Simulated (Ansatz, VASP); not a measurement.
# Two plane-wave programs on ZnCu

Contents of INCAR:

```
SYSTEM = ZnCu
PREC     = Accurate       ! precision mode
ENCUT    = 600            ! plane-wave cutoff, eV
EDIFF    = 1E-6           ! SCF threshold, eV
ISMEAR   = 1              ! smearing method
SIGMA    = 0.3            ! smearing width, eV
LREAL    = .FALSE.        ! projectors in reciprocal space
LASPH    = .TRUE.         ! aspherical terms in the spheres
NELM     = 120            ! most SCF steps
ALGO     = Normal         ! electronic algorithm
ISIF     = 2              ! what is computed and relaxed
LWAVE    = .FALSE.        ! write WAVECAR
LCHARG   = .FALSE.        ! write CHGCAR
GGA      = PE             ! functional
NBANDS   = 18             ! bands
GGA_COMPAT= .FALSE.
```

File KPOINTS:

```
Automatic mesh
0
G
  9 9 9
  0 0 0
```

The input POSCAR:

```
ZnCu
1.0
    2.9450000000      0.0000000000      0.0000000000
    0.0000000000      2.9450000000      0.0000000000
    0.0000000000      0.0000000000      2.9450000000
Zn Cu
1 1
Direct
    0.5000000000      0.5000000000      0.5000000000
    0.0000000000      0.0000000000      0.0000000000
```

Input for Ansatz:

```yaml
crystal:
  lattice:
    bravais: cubic
    a: 2.945
  space_group: 221
  atoms:
    - { symbol: Zn, position: [0.5, 0.5, 0.5] }
    - { symbol: Cu, position: [0.0, 0.0, 0.0] }
kpoints:
  mp_grid:
    grid: [9, 9, 9]
hamiltonian:
  xc: pbe
scf:
  occupations:
    method: cold
    width: 0.3
output:
  stress: true
```

Alike in both runs: task single point; functional PBE; k mesh 9 × 9 × 9; no spin polarisation.

|  | VASP | Ansatz |
| --- | --- | --- |
| version | VASP 6.6.1 | Ansatz 0.2.0 |
| potentials or method | VASP PAW PBE potentials, release 64 (Zn, Cu) | plane waves, PAW |
| plane-wave cutoff (eV) | 600 | 420 |
| occupations | methfessel-paxton of order 1, width 0.3 eV | cold, width 0.3 eV |
| valence electrons in the cell | 23 | 31 |

```tsv
	VASP	Ansatz	Ansatz less VASP
pressure (GPa)	3.1	2.6	-0.47
```

VASP's potentials hold 23 valence electrons a cell and Ansatz's 31, so a difference there can come from the potentials and not from the codes.
